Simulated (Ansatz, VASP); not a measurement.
# One calculation of ZnO, two programs

INCAR

```
SYSTEM = ZnO
ALGO = Normal ; EDIFF = 1E-6
ENCUT = 520 ; GGA = PE
ISIF = 2 ; ISMEAR = 0
LASPH = .TRUE. ; LCHARG = .FALSE.
LREAL = .FALSE. ; LWAVE = .FALSE.
NBANDS = 16 ; NELM = 100
PREC = Accurate ; SIGMA = 0.05
```

Contents of KPOINTS:

```
k-points
0
G
  14 14 14
  0 0 0
```

POSCAR

```
ZnO
1.0
    0.0000000000      2.1694420000      2.1694420000
    2.1694420000      0.0000000000      2.1694420000
    2.1694420000      2.1694420000      0.0000000000
Zn O
1 1
Direct
    0.0207426610      0.0207426610     -0.0207426610
    0.5000000000      0.5000000000      0.5000000000
```

Input for Ansatz:

```yaml
crystal:
  lattice:
    - [0.0, 2.169442, 2.169442]
    - [2.169442, 0.0, 2.169442]
    - [2.169442, 2.169442, 0.0]
  atoms:
    - { symbol: Zn, position: [0.020742661, 0.020742661, -0.020742661] }
    - { symbol: O, position: [0.5, 0.5, 0.5] }
basis:
  ecutwfc: 420
kpoints:
  mp_grid: { grid: [14, 14, 14] }
hamiltonian:
  xc: pbe
scf:
  occupations: { method: gaussian, width: 0.05 }
output:
  forces: true
  stress: true
  eigenvalues: true
  populations: true
```

Change from the starting cell: one atom moved.

Alike in both runs: task single point; functional PBE; k mesh 14 × 14 × 14; occupations gaussian, width 0.05 eV; no spin polarisation.

|  | VASP | Ansatz |
| --- | --- | --- |
| version | VASP 6.6.1 | Ansatz 0.2.0 |
| potentials or method | VASP PAW PBE potentials, release 64 (Zn, O), cutoff 520 eV | scalar-relativistic, plane waves, PAW |
| valence electrons in the cell | 18 | 18 |

VASP gave:

| Property | Result |
| --- | --- |
| gap on the k mesh at the Fermi level (eV) | 0.71 |
| least direct gap on the mesh (eV) | 1.87 |
| pressure (GPa) | 0.5 |
| traceless stress, the component that is largest in VASP (GPa) | 1.43 |
| rms of the force components (eV/Å) | 0.123 |

Question: What did Ansatz give for the same quantities?

Answer: gap on the k mesh at the Fermi level (eV): 0.74; least direct gap on the mesh (eV): 1.90; pressure (GPa): -0.4; traceless stress, the component that is largest in VASP (GPa): 1.34; rms of the force components (eV/Å): 0.109.

Atom by atom the forces differ by 0.014 eV/Å (rms over components).
